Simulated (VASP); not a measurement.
Crystal: Se.

```xyz
1
Lattice="-1.4038 1.4038 1.4038 1.4038 -1.4038 1.4038 1.4038 1.4038 -1.4038" Properties=species:S:1:pos:R:3 pbc="T T T"
Se    0.0000    0.0000    0.0000
```

This isn't the form of Se at room conditions, which is trigonal, of chains.

* Program: VASP 6.6.1
* Task: relaxation of cell and atoms
* Functional: LDA
* Potentials or basis: VASP PAW LDA potentials, release 64 (Se)
* Cutoff: 600 eV
* k mesh: 20 × 20 × 20
* Occupations: methfessel-paxton, width 0.02 eV
* Spin: no spin polarisation

At the start: pressure 159.7 GPa; volume 11.07 Å³/atom.

Q: How do energy, volume and symmetry change on relaxing?

A: Over 8 steps the energy falls by 2441.8 meV/atom and the volume is 18.99 Å³/atom (+71.6 %); space group Im-3m (No. 229, to 0.1 Å) before and after.

The path:
```csv
step,energy change (eV),largest force (eV/Å),pressure (GPa),volume (Å³)
1,0.0000,0.0000,159.71,11.07
2,-0.8897,0.0000,-11.21,39.80
3,-2.4185,0.0000,-5.36,20.29
4,-2.4353,0.0000,-3.00,19.65
5,-2.4418,0.0000,0.24,18.94
6,-2.4415,0.0000,-0.68,19.12
7,-2.4418,0.0000,0.28,18.93
8,-2.4418,0.0000,0.00,18.99
```

Final structure:
```
Se
1.0
    -1.68055    1.68055    1.68055
     1.68055   -1.68055    1.68055
     1.68055    1.68055   -1.68055
Se
1
Direct
  0.00000 0.00000 0.00000
```

Caveat: the volume moved by over 15 % at a fixed basis, so the end points are rough.
